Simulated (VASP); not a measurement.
# Mg2ZnO3 (P-3m1) in VASP: single point with r2SCAN

Aim: the single point of Mg2ZnO3 with r2SCAN.

All numbers are computed with VASP 6.6.1; they aren't measurements. Logs are shortened: lines on timing, memory, paths and dates and some standing lists are left out, and cuts for length are marked.

### Step 1. The cell of the first run

The structure is trigonal, space group P-3m1 (No. 164). Conventional cell: a = 2.991 Å, b = 2.991 Å, c = 7.306 Å, α = 90.00°, β = 90.00°, γ = 120.00°. Within 2.8 Å of Mg (site symmetry 3m) lie 6 O at 2.10 to 2.11 Å. Within 2.8 Å of Zn (site symmetry -3m) lie 6 O at 2.13 Å. Within 2.8 Å of O (site symmetry 3m) lie 3 Mg at 2.10 Å and 3 Zn at 2.13 Å. Within 2.8 Å of O (site symmetry -3m) lie 6 Mg at 2.11 Å.

### Step 2. Single point, r2SCAN

Contents of POSCAR:

```
Mg2ZnO3
1.0
    2.9912043486      0.0000000000      0.0000000000
   -1.4956021743      2.5904589538      0.0000000000
    0.0000000000      0.0000000000      7.3061051335
Mg Zn O
2 1 3
Direct
    0.3333333333      0.6666666667      0.6659208986
    0.6666666667      0.3333333333      0.3340791014
    0.0000000000      0.0000000000      0.0000000000
    0.3333333333      0.6666666667      0.1717360261
    0.6666666667      0.3333333333      0.8282639739
    0.0000000000      0.0000000000      0.5000000000
```

Contents of INCAR.step1:

```
SYSTEM = Mg2ZnO3
ALGO = Normal
EDIFF = 1E-5
ENCUT = 920
GGA = PE
GGA_COMPAT = .FALSE.
ISMEAR = 0
LASPH = .TRUE.
LCHARG = .FALSE.
LREAL = .FALSE.
LWAVE = .TRUE.
NBANDS = 34
NELM = 120
PREC = Accurate
SIGMA = 0.01
```

Contents of INCAR.step2:

```
SYSTEM = Mg2ZnO3
ALGO = Normal
EDIFF = 1E-6
ENCUT = 920
GGA_COMPAT = .FALSE.
ISIF = 2
ISMEAR = 0
ISTART = 1
LASPH = .TRUE.
LCHARG = .TRUE.
LELF = .TRUE.
LMIXTAU = .TRUE.
LREAL = .FALSE.
LVHAR = .TRUE.
LWAVE = .FALSE.
METAGGA = R2SCAN
NBANDS = 34
NELM = 120
PREC = Accurate
SIGMA = 0.01
```

Contents of KPOINTS:

```
k-points
0
G
  6 6 2
  0 0 0
```

Potentials or basis: VASP PAW PBE potentials, release 64 (Mg_sv, Zn, O).

Launch:

```sh
> cat potpaw_PBE.64/Mg_sv/POTCAR potpaw_PBE.64/Zn/POTCAR potpaw_PBE.64/O/POTCAR > POTCAR
> cp INCAR.step1 INCAR
> mpirun -np 1 vasp_std > vasp.out
> cp INCAR.step2 INCAR
> mpirun -np 1 vasp_std > vasp.out
```

OUTCAR:

```text
SYSTEM = Mg2ZnO3
   EDIFF = 1E-6
   ENCUT = 920
   ISIF = 2
   ISMEAR = 0
   ISTART = 1
   LASPH = .TRUE.
   LREAL = .FALSE.
   METAGGA = R2SCAN
   NELM = 120
   PREC = Accurate

 ion  position               nearest neighbor table
   1  0.333  0.667  0.666-   5 2.10   5 2.10   5 2.10   6 2.11   6 2.11   6 2.11
   2  0.667  0.333  0.334-   4 2.10   4 2.10   4 2.10   6 2.11   6 2.11   6 2.11
   3  0.000  0.000  0.000-   4 2.13   5 2.13   5 2.13   4 2.13   5 2.13   4 2.13
   4  0.333  0.667  0.172-   2 2.10   2 2.10   2 2.10   3 2.13   3 2.13   3 2.13
   5  0.667  0.333  0.828-   1 2.10   1 2.10   1 2.10   3 2.13   3 2.13   3 2.13
   6  0.000  0.000  0.500-   1 2.11   2 2.11   2 2.11   1 2.11   2 2.11   1 2.11

  LATTYP: Found a hexagonal cell.
 ALAT       =     2.9912043486
 C/A-ratio  =     2.4425295908

  Lattice vectors:

 A1 = (   2.9912043486,   0.0000000000,   0.0000000000)
 A2 = (  -1.4956021743,   2.5904589538,   0.0000000000)
 A3 = (   0.0000000000,   0.0000000000,   7.3061051335)

Analysis of symmetry for initial positions (statically):
=====================================================================
 Subroutine PRICEL returns:
 Original cell was already a primitive cell.

 Routine SETGRP: Setting up the symmetry group for a
 hexagonal supercell.

 Subroutine GETGRP returns: Found 12 space group operations
 (whereof 12 operations were pure point group operations)
 out of a pool of 24 trial point group operations.

The static configuration has the point symmetry D_3d.

Analysis of symmetry for dynamics (positions and initial velocities):
=====================================================================
 Subroutine PRICEL returns:
 Original cell was already a primitive cell.

 Routine SETGRP: Setting up the symmetry group for a
 hexagonal supercell.

 Subroutine GETGRP returns: Found 12 space group operations
 (whereof 12 operations were pure point group operations)
 out of a pool of 24 trial point group operations.

The dynamic configuration has the point symmetry D_3d.

 Subroutine INISYM returns: Found 12 space group operations
 (whereof 12 operations are pure point group operations),
 and found     1 'primitive' translations

----------------------------------------------------------------------------------------

                                     Primitive cell

  volume of cell :      56.6120

  direct lattice vectors                    reciprocal lattice vectors
     2.991204349  0.000000000  0.000000000     0.334313502  0.193015990  0.000000000
    -1.495602174  2.590458954  0.000000000     0.000000000  0.386031980  0.000000000
     0.000000000  0.000000000  7.306105134     0.000000000  0.000000000  0.136871833

  length of vectors
     2.991204349  2.991204349  7.306105134     0.386031980  0.386031980  0.136871833

  position of ions in fractional coordinates (direct lattice)
     0.333333333  0.666666667  0.665920899
     0.666666667  0.333333333  0.334079101
     0.000000000  0.000000000  0.000000000
     0.333333333  0.666666667  0.171736026
     0.666666667  0.333333333  0.828263974
     0.000000000  0.000000000  0.500000000

  ion indices of the primitive-cell ions
   primitive index   ion index
                 1           1
                 2           2
                 3           3
                 4           4
                 5           5
                 6           6

----------------------------------------------------------------------------------------

 KPOINTS: k-points

Automatic generation of k-mesh.
 Grid dimensions read from file:
 generate k-points for:    6    6    2

 Generating k-lattice:

  Cartesian coordinates                     Fractional coordinates (reciprocal lattice)
     0.055718917  0.032169332  0.000000000     0.166666667 -0.000000000  0.000000000
     0.000000000  0.064338663  0.000000000     0.000000000  0.166666667  0.000000000
     0.000000000  0.000000000  0.068435916     0.000000000  0.000000000  0.500000000

  Length of vectors
     0.064338663  0.064338663  0.068435916

  Shift w.r.t. Gamma in fractional coordinates (k-lattice)
     0.000000000  0.000000000  0.000000000

 Subroutine IBZKPT returns following result:
 ===========================================

 Found     14 irreducible k-points:

 Following reciprocal coordinates:
            Coordinates               Weight
  0.000000  0.000000  0.000000      1.000000
  0.166667 -0.000000  0.000000      6.000000
  0.333333  0.000000  0.000000      6.000000
  0.500000  0.000000  0.000000      3.000000
  0.166667  0.166667  0.000000      6.000000
  0.333333  0.166667  0.000000     12.000000
  0.333333  0.333333  0.000000      2.000000
  0.000000  0.000000  0.500000      1.000000
  0.166667 -0.000000  0.500000      6.000000
  0.333333  0.000000  0.500000      6.000000
  0.500000  0.000000  0.500000      3.000000
  0.166667  0.166667  0.500000      6.000000
  0.333333  0.166667  0.500000     12.000000
  0.333333  0.333333  0.500000      2.000000
   k-points           NKPTS =     14   k-points in BZ     NKDIM =     14   number of bands    NBANDS=     34
   number of dos      NEDOS =    301   number of ions     NIONS =      6
   total plane-waves  NPLWV =  64800
   dimension x,y,z NGX =    30 NGY =   30 NGZ =   72
   dimension x,y,z NGXF=    60 NGYF=   60 NGZF=  144
   ions per type =               2   1   3
   NGX,Y,Z   is equivalent  to a cutoff of  16.67, 16.67, 16.38 a.u.
   NGXF,Y,Z  is equivalent  to a cutoff of  33.35, 33.35, 32.77 a.u.
 SYSTEM =  Mg2ZnO3
   PREC   = accura    normal or accurate (medium, high low for compatibility)
   ISTART =      1    job   : 0-new  1-cont  2-samecut
   ICHARG =      0    charge: 1-file 2-atom 10-const
   ISPIN  =      1    spin polarized calculation?
   LNONCOLLINEAR =      F non collinear calculations
   LSORBIT =      F    spin-orbit coupling
   LASPH  =      T    aspherical Exc in radial PAW
   ENCUT  =  920.0 eV  67.62 Ry    8.22 a.u.   7.40  7.40 18.07*2*pi/ulx,y,z
   NELM   =    120;   NELMIN=  2; NELMDL=  0     # of ELM steps
   EDIFF  = 0.1E-05   stopping-criterion for ELM
   LREAL  =      F    real-space projection
[... 7 lines left out ...]
   TEBEG  =    0.0;   TEEND  =   0.0 temperature during run
   PSTRESS=    0.0 pullay stress
   NELECT =      50.0000    total number of electrons
   NUPDOWN=      -1.0000    fix difference up-down
   EMIN   =  10.00;   EMAX   =-10.00  energy-range for DOS
   EFERMI =   0.00;   METHOD = LEGACY
   ISMEAR =     0;   SIGMA  =   0.01  broadening in eV -4-tet -1-fermi 0-gaus
   EFERMI_NEDOS =   21; number of points for ismear=-14 and -15
   IALGO  =     38    algorithm
   IMIX   =      4    mixing-type and parameters
     AMIX     =   0.40;   BMIX     =  1.00
     AMIX_MAG =   1.60;   BMIX_MAG =  1.00
  volume/ion in A,a.u.               =       9.44        63.67
  Fermi-wavevector in a.u.,A,eV,Ry     =   1.570707  2.968206 33.567225  2.467121
  Thomas-Fermi vector in A             =   2.672400
   LORBIT       =      0    0 simple, 1 ext, 2 COOP (PROOUT), +10 PAW based schemes
   METAGGA = R2SCAN    functional components
   LHFCALC =     F    Hartree Fock is set to
   AEXX    =    0.0000 exact exchange contribution
   IVDW    =     0    specifies the selected vdW correction
   LEPSILON=     F    determine dielectric tensor
   LRPA    =     F    only Hartree local field effects (RPA)
 non-spin polarized calculation
 Gauss-broadening in eV      SIGMA  =   0.01
  energy-cutoff  :      920.00
  volume of cell :       56.61
 maximum number of plane-waves:      3619
 NGX is ok and might be reduce to    30
   NGX = 15   NGY = 15   NGZ = 37

 number of electron      49.9999998 magnetization

 Free energy of the ion-electron system (eV)
  ---------------------------------------------------
  ext. energy  EPLUGINS =         0.00000000
  ---------------------------------------------------
  free energy    TOTEN  =       -50.27502323 eV

  energy without entropy =      -50.27502323  energy(sigma->0) =      -50.27502323

 E-fermi :   2.6763     XC(G=0): -12.4310

 val. band max:        2.6029850826   @ k =   0.0000   0.0000   0.5000
 cond. band min:       6.4974958220   @ k =   0.0000   0.0000   0.0000
 fundamental gap:      3.8945107394
 Fermi energy:         2.6763008662

 k-point     1 :       0.0000    0.0000    0.0000
  band No.  band energies     occupation
      1     -72.8043      2.00000
      2     -72.8001      2.00000
      3     -37.9597      2.00000
      4     -37.9175      2.00000
      5     -37.8985      2.00000
      6     -37.8985      2.00000
[... 26 lines left out ...]
     33      19.4553      0.00000
     34      19.4553      0.00000

 k-point     2 :       0.1667   -0.0000    0.0000
  band No.  band energies     occupation
      1     -72.8027      2.00000
      2     -72.7991      2.00000
      3     -37.9546      2.00000
      4     -37.9218      2.00000
      5     -37.9099      2.00000
      6     -37.9077      2.00000
[... 26 lines left out ...]
     33      18.0357      0.00000
     34      18.6615      0.00000

 k-point     3 :       0.3333    0.0000    0.0000
  band No.  band energies     occupation
      1     -72.7995      2.00000
      2     -72.7972      2.00000
      3     -37.9520      2.00000
      4     -37.9449      2.00000
      5     -37.9309      2.00000
      6     -37.9134      2.00000
[... 26 lines left out ...]
     33      16.4812      0.00000
     34      18.4991      0.00000
[... 334 lines left out ...]
 k-point    13 :       0.3333    0.1667    0.5000
  band No.  band energies     occupation
      1     -72.7978      2.00000
      2     -72.7964      2.00000
      3     -37.9569      2.00000
      4     -37.9493      2.00000
      5     -37.9292      2.00000
      6     -37.9230      2.00000
[... 26 lines left out ...]
     33      16.1612      0.00000
     34      17.0814      0.00000

 k-point    14 :       0.3333    0.3333    0.5000
  band No.  band energies     occupation
      1     -72.7964      2.00000
      2     -72.7964      2.00000
      3     -37.9457      2.00000
      4     -37.9443      2.00000
      5     -37.9443      2.00000
      6     -37.9295      2.00000
[... 26 lines left out ...]
     33      16.1217      0.00000
     34      16.1217      0.00000

------------------------ aborting loop because EDIFF is reached ----------------------------------------

  FORCE on cell =-STRESS in cart. coord.  units (eV):
  Direction    XX          YY          ZZ          XY          YZ          ZX
  --------------------------------------------------------------------------------------
  -------------------------------------------------------------------------------------
  Total        0.3410066      0.3410066      0.3035041     -0.0000000     -0.0000000     -0.0000000
  in kB        9.6508297      9.6508297      8.5894709     -0.0000000     -0.0000000     -0.0000000
  external PRESSURE =       9.2970434 kB  Pullay stress =       0.0000000 kB

 VOLUME and BASIS-vectors are now :
 -----------------------------------------------------------------------------
  energy-cutoff  :      920.00
  volume of cell :       56.61
      direct lattice vectors                 reciprocal lattice vectors
     2.991204349  0.000000000  0.000000000     0.334313502  0.193015990  0.000000000
    -1.495602174  2.590458954  0.000000000     0.000000000  0.386031980  0.000000000
     0.000000000  0.000000000  7.306105134     0.000000000  0.000000000  0.136871833

 POSITION                                       TOTAL-FORCE (eV/Angst)
 -----------------------------------------------------------------------------------
     -0.00000      1.72697      4.86529        -0.000000      0.000000      0.030163
      1.49560      0.86349      2.44082         0.000000     -0.000000     -0.030163
      0.00000      0.00000      0.00000        -0.000000      0.000000      0.000000
     -0.00000      1.72697      1.25472        -0.000000      0.000000      0.040628
      1.49560      0.86349      6.05138         0.000000     -0.000000     -0.040628
      0.00000      0.00000      3.65305        -0.000000      0.000000      0.000000
 -----------------------------------------------------------------------------------
    total drift:                                0.000000      0.000000      0.000000

  FREE ENERGIE OF THE ION-ELECTRON SYSTEM (eV)
  ---------------------------------------------------
  free  energy   TOTEN  =       -50.2750232270 eV

  energy  without entropy=      -50.2750232270  energy(sigma->0) =      -50.27502323
```

Wall time 2.2 min (1 thread of Intel Xeon 6975P-C (Granite Rapids), shared host); peak memory 0.29 GiB.

What came out:

```yaml
Free_energy: -50.2750 eV
Pressure: 0.9 GPa
Largest_force: 0.041 eV/Å
Band_gap_on_the_k_mesh: 3.89 eV (least direct gap 3.98 eV)
```

Forces on the atoms (eV/Å):
```
Mg   0.000  0.000  0.030
Mg   0.000  0.000 -0.030
Zn   0.000  0.000  0.000
O    0.000  0.000  0.041
O    0.000  0.000 -0.041
O    0.000  0.000  0.000
```

Stress tensor (GPa, compression positive):
```
0.97 0.00 0.00
0.00 0.97 0.00
0.00 0.00 0.86
```

Caveat: the k points lie up to 0.43 Å⁻¹ apart; the PAW data sets were made with another functional, which shifts forces and pressure a little. A k mesh can miss the band edges.
